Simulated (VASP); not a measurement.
Write the native input for VASP 6.6.1 that does the following.

- Task: single point
- Functional: PBEsol
- Potentials or basis: VASP PAW PBE potentials, release 64 (Al)
- Cutoff: 520 eV
- k mesh: 12 × 12 × 12
- Occupations: fermi-dirac, width 0.05 eV
- Spin: no spin polarisation
- Dipole correction: no
- Further INCAR settings: ALGO = Normal; EDIFF = 1e-06; NBANDS = 8

The structure of Al lies in POSCAR:

```
Al
1.0
   -1.4800058964      1.4800058964      1.4800058964
    1.4800058964     -1.4800058964      1.4800058964
    1.4800058964      1.4800058964     -1.4800058964
Al
1
Direct
    0.0000000000      0.0000000000      0.0000000000
```

These files were run (other wordings do the same):

INCAR

```
SYSTEM = Al
ALGO     = Normal         ! electronic algorithm
EDIFF    = 1E-6           ! SCF threshold, eV
ENCUT    = 520            ! plane-wave cutoff, eV
GGA      = PS             ! functional
ISIF     = 2              ! what is computed and relaxed
ISMEAR   = -1             ! smearing method
LASPH    = .TRUE.         ! aspherical terms in the spheres
LCHARG   = .TRUE.         ! write CHGCAR
LELF     = .TRUE.         ! ELF
LREAL    = .FALSE.        ! projectors in reciprocal space
LVHAR    = .TRUE.       
LWAVE    = .FALSE.        ! write WAVECAR
NBANDS   = 8              ! bands
NELM     = 80             ! most SCF steps
PREC     = Accurate       ! precision mode
SIGMA    = 0.05           ! smearing width, eV
```

KPOINTS

```
k-points
0
G
  12 12 12
  0 0 0
```

Potentials or basis: VASP PAW PBE potentials, release 64 (Al).

Launch:

```console
$ cat potpaw_PBE.64/Al/POTCAR > POTCAR
$ mpirun -np 1 vasp_std > vasp.out
```

Results of the run:

```
Pressure : 30.3 GPa
```

Caveat: the PAW data sets were made with another functional, which shifts forces and pressure a little.

Wall time 3.1 s on 1 thread of Intel Xeon 6975P-C, with other jobs on the host, peak memory 0.12 GiB.
